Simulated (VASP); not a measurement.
# Ti (Cmce) in VASP: relaxation of cell and atoms with PBEsol

Aim: the relaxation of cell and atoms of Ti with PBEsol.

Program: VASP 6.6.1. These are calculated values, not measurements. Logs are shortened: lines on timing, memory, paths and dates and some standing lists are left out, and cuts for length are marked.

## Step 1: The cell of the first run

It takes space group Cmce (No. 64, orthorhombic). The conventional cell has a = 3.237 Å, b = 10.269 Å, c = 4.284 Å, α = 90.00°, β = 90.00°, γ = 90.00°. Within 2.8 Å of Ti (site symmetry m) lie 3 Ti at 2.12 to 2.16 Å.

## Step 2: Relaxation of cell and atoms, PBEsol

INCAR

```
  ALGO = Normal
  EDIFF = 1E-7
  EDIFFG = -0.04
  ENCUT = 600
  GGA = PS
  IBRION = 2
  ISIF = 3
  ISMEAR = 0
  LASPH = True
  LCHARG = False
  LREAL = False
  LWAVE = False
  NELM = 100
  NSW = 90
  PREC = Accurate
  SIGMA = 0.1
```

KPOINTS

```
k-points
0
Gamma
  6 6 4
```

POSCAR

```
Ti
1.0
    1.6185514997     -5.1343778691      0.0000000000
    1.6185514997      5.1343778691      0.0000000000
    0.0000000000      0.0000000000      4.2835381079
Ti
4
Direct
    0.0980000000      0.9020000000      0.9100000000
    0.5980000000      0.4020000000      0.5900000000
    0.9020000000      0.0980000000      0.0900000000
    0.4020000000      0.5980000000      0.4100000000
```

Potentials or basis: VASP PAW PBE potentials, release 64 (Ti_sv).

Started as:

```console
cat potpaw_PBE.64/Ti_sv/POTCAR > POTCAR
mpirun -np 1 vasp_std > vasp.out
```

OUTCAR:

```text
EDIFF = 1E-7
   EDIFFG = -0.04
   ENCUT = 600
   GGA = PS
   IBRION = 2
   ISIF = 3
   ISMEAR = 0
   LASPH = True
   LREAL = False
   NELM = 100
   NSW = 90
   PREC = Accurate

 ion  position               nearest neighbor table
   1  0.098  0.902  0.910-   2 2.12   2 2.12   3 2.16
   2  0.598  0.402  0.590-   1 2.12   1 2.12   4 2.16
   3  0.902  0.098  0.090-   4 2.12   4 2.12   1 2.16
   4  0.402  0.598  0.410-   3 2.12   3 2.12   2 2.16

  LATTYP: Found a base centered orthorhombic cell.
 ALAT       =     3.2371029994
 B/A-ratio  =     3.1722054380
 C/A-ratio  =     1.3232628399

  Lattice vectors:

 A1 = (   1.6185514997,  -5.1343778691,   0.0000000000)
 A2 = (   1.6185514997,   5.1343778691,   0.0000000000)
 A3 = (   0.0000000000,   0.0000000000,   4.2835381079)

Analysis of symmetry for initial positions (statically):
=====================================================================
 Subroutine PRICEL returns:
 Original cell was already a primitive cell.

 Routine SETGRP: Setting up the symmetry group for a
 base centered orthorhombic supercell.

 Subroutine GETGRP returns: Found  8 space group operations
 (whereof  4 operations were pure point group operations)
 out of a pool of  8 trial point group operations.

The static configuration has the point symmetry C_2h.
 The point group associated with its full space group is D_2h.

Analysis of symmetry for dynamics (positions and initial velocities):
=====================================================================
 Subroutine PRICEL returns:
 Original cell was already a primitive cell.

 Routine SETGRP: Setting up the symmetry group for a
 base centered orthorhombic supercell.

 Subroutine GETGRP returns: Found  8 space group operations
 (whereof  4 operations were pure point group operations)
 out of a pool of  8 trial point group operations.

The dynamic configuration has the point symmetry C_2h.
 The point group associated with its full space group is D_2h.

 Subroutine INISYM returns: Found  8 space group operations
 (whereof  4 operations are pure point group operations),
 and found     1 'primitive' translations

----------------------------------------------------------------------------------------

                                     Primitive cell

  volume of cell :      71.1946

  direct lattice vectors                    reciprocal lattice vectors
     1.618551500 -5.134377869  0.000000000     0.308918190 -0.097382782  0.000000000
     1.618551500  5.134377869  0.000000000     0.308918190  0.097382782  0.000000000
[... 109 lines left out ...]
     AMIX_MAG =   1.60;   BMIX_MAG =  1.00
  volume/ion in A,a.u.               =      17.80       120.11
  Fermi-wavevector in a.u.,A,eV,Ry     =   1.435510  2.712721 28.037379  2.060689
  Thomas-Fermi vector in A             =   2.554801
   LORBIT       =      0    0 simple, 1 ext, 2 COOP (PROOUT), +10 PAW based schemes
   GGA     = PS    functional components
   LHFCALC =     F    Hartree Fock is set to
   AEXX    =    0.0000 exact exchange contribution
   IVDW    =     0    specifies the selected vdW correction
   LEPSILON=     F    determine dielectric tensor
   LRPA    =     F    only Hartree local field effects (RPA)
 conjugate gradient relaxation of ions
 non-spin polarized calculation
 Gauss-broadening in eV      SIGMA  =   0.10
  energy-cutoff  :      600.00
  volume of cell :       71.19
 maximum number of plane-waves:      2406
 NGX is ok and might be reduce to    48
   NGX = 21   NGY = 21   NGZ = 17

--------------------------------------- Ionic step        1  -------------------------------------------

 number of electron      47.9999998 magnetization

 Free energy of the ion-electron system (eV)
  ---------------------------------------------------
  ext. energy  EPLUGINS =         0.00000000
  ---------------------------------------------------
  free energy    TOTEN  =       -26.35019472 eV

  energy without entropy =      -26.30955927  energy(sigma->0) =      -26.32987699

------------------------ aborting loop because EDIFF is reached ----------------------------------------

  FORCE on cell =-STRESS in cart. coord.  units (eV):
  Direction    XX          YY          ZZ          XY          YZ          ZX
  --------------------------------------------------------------------------------------
  -------------------------------------------------------------------------------------
  Total        3.4111825      1.0176977      2.9739985      0.0000000     -0.0000000      0.0000000
  in kB       76.7659381     22.9024736     66.9274607      0.0000000     -0.0000000      0.0000000
  external PRESSURE =      55.5319575 kB  Pullay stress =       0.0000000 kB
[... 63 lines left out ...]
--------------------------------------- Ionic step        3  -------------------------------------------

 number of electron      48.0000008 magnetization

 E-fermi :   4.8044     XC(G=0):  -9.9735

 val. band max:        4.7891601392   @ k =   0.5000   0.3333   0.5000
 cond. band min:       4.8057726519   @ k =   0.1667  -0.0000   0.0000
 fundamental gap:      0.0166125127
 Fermi energy:         4.8043654897

 k-point     1 :       0.0000    0.0000    0.0000
  band No.  band energies     occupation
      1     -52.1218      2.00000
      2     -52.0805      2.00000
      3     -52.0651      2.00000
      4     -52.0348      2.00000
      5     -28.5790      2.00000
      6     -28.5362      2.00000
[... 766 lines left out ...]
  FREE ENERGIE OF THE ION-ELECTRON SYSTEM (eV)
  ---------------------------------------------------
  free  energy   TOTEN  =       -29.6975082819 eV

  energy  without entropy=      -29.6550917418  energy(sigma->0) =      -29.67630001

[... ionic steps 4 to 24 ...]

--------------------------------------- Ionic step       25  -------------------------------------------

 number of electron      48.0000013 magnetization

------------------------ aborting loop because EDIFF is reached ----------------------------------------
[... 71 lines left out ...]
--------------------------------------- Ionic step       27  -------------------------------------------

 number of electron      48.0000012 magnetization

 Free energy of the ion-electron system (eV)
  ---------------------------------------------------
  ext. energy  EPLUGINS =         0.00000000
  ---------------------------------------------------
  free energy    TOTEN  =       -32.76384788 eV

  energy without entropy =      -32.72975710  energy(sigma->0) =      -32.74680249

 E-fermi :   8.3102     XC(G=0): -11.7700

 val. band max:        8.3100180805   @ k =   0.1667  -0.0000   0.0000
 cond. band min:       8.3214108252   @ k =   0.3333   0.3333   0.2500
 fundamental gap:      0.0113927447
 Fermi energy:         8.3101950826

 k-point     1 :       0.0000    0.0000    0.0000
  band No.  band energies     occupation
      1     -48.0331      2.00000
      2     -47.9109      2.00000
      3     -47.8101      2.00000
      4     -47.7108      2.00000
      5     -24.9135      2.00000
      6     -24.7496      2.00000
[... 766 lines left out ...]
  FREE ENERGIE OF THE ION-ELECTRON SYSTEM (eV)
  ---------------------------------------------------
  free  energy   TOTEN  =       -32.7638478819 eV

  energy  without entropy=      -32.7297570954  energy(sigma->0) =      -32.74680249

 reached required accuracy - stopping structural energy minimisation
```

OSZICAR:

```text
N       E                     dE             d eps       ncg     rms          rms(c)
DAV:   1     0.669343139053E+03    0.66934E+03   -0.27618E+04  2184   0.235E+03
DAV:   2     0.546297861865E+02   -0.61471E+03   -0.60515E+03  2184   0.661E+02
[... 352 lines left out ...]
DAV:   5    -0.327638282245E+02   -0.56673E-04   -0.20770E-04  3132   0.921E-02    0.324E-02
DAV:   6    -0.327638470677E+02   -0.18843E-04   -0.81170E-05  2876   0.621E-02    0.480E-03
DAV:   7    -0.327638482019E+02   -0.11342E-05   -0.10865E-05  3076   0.171E-02    0.207E-03
DAV:   8    -0.327638476923E+02    0.50959E-06   -0.63495E-07  2204   0.568E-03    0.142E-03
DAV:   9    -0.327638479407E+02   -0.24838E-06   -0.11233E-07  1484   0.307E-03    0.378E-04
DAV:  10    -0.327638478819E+02    0.58746E-07   -0.14236E-08  1192   0.124E-03
  27 F= -.32763848E+02 E0= -.32746802E+02  d E =-.244395E-02
```

CONTCAR:

```text
Ti
   1.00000000000000
     1.4486758958396586   -4.7517888893360931    0.0000000000000000
     1.4486758958396586    4.7517888893360931   -0.0000000000000000
     0.0000000000000000   -0.0000000000000000    4.8716419161772615
  Ti
     4
Direct
     0.1346194117189876    0.8653805882810124    0.0003131703965060
     0.6346194117189876    0.3653805882810126    0.4996868296034940
     0.8653805882810124    0.1346194117189876    0.9996868296034941
     0.3653805882810126    0.6346194117189876    0.5003131703965059

  0.00000000E+00  0.00000000E+00  0.00000000E+00
  0.00000000E+00  0.00000000E+00  0.00000000E+00
  0.00000000E+00  0.00000000E+00  0.00000000E+00
  0.00000000E+00  0.00000000E+00  0.00000000E+00
```

It took 29 min on 1 thread of Intel Xeon 6975P-C (Granite Rapids), shared host; peak memory 0.35 GiB.

Results:

| Item | Value |
| --- | --- |
| Free energy | -32.7638 eV |
| Relaxed volume | 16.77 Å³/atom |
| Relaxed cell | a = 4.968 Å, b = 4.968 Å, c = 4.872 Å, α = 90.00°, β = 90.00°, γ = 146.09° |
| Space group after relaxing (to 0.05 Å) | Fmmm (No. 69) |
| Energy gained by relaxing | 1603.4 meV/atom |
| Ionic steps | 27 |
| Pressure after relaxing | 0.2 GPa |
| Largest force after relaxing | 0.029 eV/Å |
| Band gap on the k mesh | zero (band 24 reaches 9.13 eV, above the bottom of band 25 at 7.89 eV) |

Forces on the atoms (eV/Å):
```
Ti   0.000  0.026 -0.014
Ti   0.000  0.026  0.014
Ti   0.000 -0.026  0.014
Ti   0.000 -0.026 -0.014
```

Step by step:
| step | energy change (eV) | largest force (eV/Å) | pressure (GPa) | volume (Å³) |
| --- | --- | --- | --- | --- |
| 1 | 0.0000 | 3.5338 | 5.55 | 71.19 |
| 2 | -2.2506 | 3.2340 | -5.23 | 77.72 |
| 3 | -3.3473 | 1.2912 | -19.16 | 98.97 |
| 4 | -3.9342 | 1.1324 | -18.72 | 91.65 |
| 5 | -4.9119 | 1.1828 | -15.98 | 85.43 |
| 6 | -5.2707 | 1.4709 | -10.85 | 80.52 |
| 7 | -5.7350 | 1.1639 | -7.85 | 75.87 |
| 8 | -6.1374 | 0.3325 | 1.46 | 67.64 |
| 9 | -6.1376 | 0.2957 | 1.92 | 67.35 |
| 10 | -6.1638 | 0.1096 | 0.97 | 67.80 |
| 11 | -6.1782 | 0.1813 | -0.32 | 68.48 |
| 12 | -6.1936 | 0.1896 | -0.35 | 68.40 |
| 13 | -6.2444 | 0.3033 | -0.18 | 68.13 |
| 14 | -6.3465 | 0.5366 | 0.80 | 67.31 |
| 15 | -5.8686 | 0.3001 | 5.01 | 64.70 |
| 16 | -6.3572 | 0.5691 | 1.14 | 67.11 |
| 17 | -6.3480 | 0.5489 | 1.70 | 66.54 |
| 18 | -6.3623 | 0.5726 | 1.32 | 66.94 |
| 19 | -6.3706 | 0.5112 | 1.04 | 67.01 |
| 20 | -6.3756 | 0.4169 | 0.62 | 67.11 |
| 21 | -6.3829 | 0.3710 | 0.46 | 67.18 |
| 22 | -6.3996 | 0.2389 | -0.01 | 67.37 |
| 23 | -6.4112 | 0.0222 | -0.87 | 67.73 |
| 24 | -6.4112 | 0.0282 | -0.82 | 67.71 |
| 25 | -6.4127 | 0.0277 | -0.45 | 67.47 |
| 26 | -6.4135 | 0.0303 | 0.45 | 66.91 |
| 27 | -6.4137 | 0.0291 | 0.19 | 67.07 |

Final structure:
```yaml
crystal:
  lattice:
    - [1.44868, -4.75179, 0.00000]
    - [1.44868, 4.75179, 0.00000]
    - [0.00000, 0.00000, 4.87164]
  atoms:
    - { symbol: Ti, position: [0.13462, 0.86538, 0.00031] }
    - { symbol: Ti, position: [0.63462, 0.36538, 0.49969] }
    - { symbol: Ti, position: [0.86538, 0.13462, 0.99969] }
    - { symbol: Ti, position: [0.36538, 0.63462, 0.50031] }
```

Levels at points of the mesh, in eV from the Fermi level:
```
           k point  band 22  band 23  band 24  band 25  band 26  band 27
(0.00, 0.00, 0.00)    -0.39     0.44     0.64     0.93     0.95     1.34
(0.50, 0.00, 0.00)    -1.02    -0.33    -0.33    -0.27    -0.27     1.37
(0.50, 0.50, 0.00)    -1.28    -1.05     0.43     0.62     0.91     0.98
(0.00, 0.00, 0.50)    -1.20    -0.07    -0.07     0.57     0.57     1.62
(0.50, 0.00, 0.50)    -1.07    -0.75    -0.75     0.65     0.65     1.79
(0.50, 0.50, 0.50)    -1.12     0.16     0.16     0.83     0.83     0.91
```

Caveat: the k points lie up to 0.38 Å⁻¹ apart in the final cell; the PAW data sets were made with another functional, which shifts forces and pressure a little.
